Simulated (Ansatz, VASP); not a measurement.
## Two plane-wave programs on BaTiO3

File POSCAR:

```
BaTiO3
1.0
    3.9944238000      0.0000000000      0.0000000000
    0.0000000000      3.9944238000      0.0000000000
    0.0000000000      0.0000000000      3.9944238000
Ba Ti O
1 1 3
Direct
    0.5000000000      0.5000000000      0.5000000000
    0.0000000000      0.0000000000      0.0000000000
    0.5000000000      0.0000000000      0.0000000000
    0.0000000000      0.5000000000      0.0000000000
    0.0000000000      0.0000000000      0.5000000000
```

The input INCAR.step1:

```
PREC = Accurate
ENCUT = 520
ISMEAR = -1
SIGMA = 0.02
LREAL = False
LASPH = True
NELM = 60
GGA = PE
ALGO = Normal
EDIFF = 1E-4
LWAVE = True
LCHARG = False
```

The input INCAR.step2:

```
PREC = Accurate
ENCUT = 520
EDIFF = 1E-7
ISMEAR = -1
SIGMA = 0.02
LREAL = False
LASPH = True
NELM = 60
ALGO = Normal
ISIF = 2
LWAVE = False
LCHARG = False
METAGGA = R2SCAN
LMIXTAU = True
IBRION = 2
NSW = 50
EDIFFG = -0.01
ISTART = 1
```

File KPOINTS:

```
Automatic mesh
0
Gamma
  8 8 8
```

Input for Ansatz:

```yaml
crystal:
  lattice:
    - [3.9944238, 0.0, 0.0]
    - [0.0, 3.9944238, 0.0]
    - [0.0, 0.0, 3.9944238]
  atoms:
    - { symbol: Ba, position: [0.5, 0.5, 0.5] }
    - { symbol: Ti, position: [0.0, 0.0, 0.0] }
    - { symbol: O, position: [0.5, 0.0, 0.0] }
    - { symbol: O, position: [0.0, 0.5, 0.0] }
    - { symbol: O, position: [0.0, 0.0, 0.5] }
  symmetry: { tolerance: 0.0003 }
hamiltonian:
  xc: r2scan
  pseudopotentials: { kind: paw, azcp: { folder: soft_1 } }
basis:
  ecutwfc: 500
magnetization:
  spin_polarized: false
scf:
  occupations: { method: fermi_dirac, width: 0.02 }
kpoints:
  mp_grid: { grid: [8, 8, 8], shift: [0, 0, 0] }
  band_path:
    path:
      - [0.0, 0.0, 0.0]
      - [0.0, 0.5, 0.0]
      - [0.5, 0.5, 0.0]
      - [0.0, 0.0, 0.0]
      - [0.5, 0.5, 0.5]
      - [0.0, 0.5, 0.0]
      - [0.5, 0.5, 0.5]
      - [0.5, 0.5, 0.0]
    npoints: 10
output:
  forces: true
  stress: true
  eigenvalues: true
  write_potential: true
  elf: true
  volumetric_format: npy
  dos: { e_range: [-12, 8], de: 0.05 }
relax:
  max_steps: 30
```

Alike in both runs: task relaxation of the atoms; functional r2SCAN; k mesh 8 × 8 × 8; occupations fermi-dirac, width 0.02 eV; no spin polarisation.

```csv
,VASP,Ansatz
version,VASP 6.6.1,Ansatz 0.2.0
potentials or method,"VASP PAW PBE potentials, release 64 (Ba_sv, Ti_sv, O), cutoff 520 eV",PAW plane waves
valence electrons in the cell,40,40
```

```csv
,VASP,Ansatz,Ansatz less VASP
"gap on the k mesh at the Fermi level, each at its own relaxed structure (eV)",2.15,2.18,+0.029
```

VASP's potentials were made for PBE, not for r2SCAN. Ansatz's warnings: stress scf threshold loose.

Spin-orbit coupling is off throughout. Noted on VASP's run: the relaxation stopped at its first step, so nothing moved.
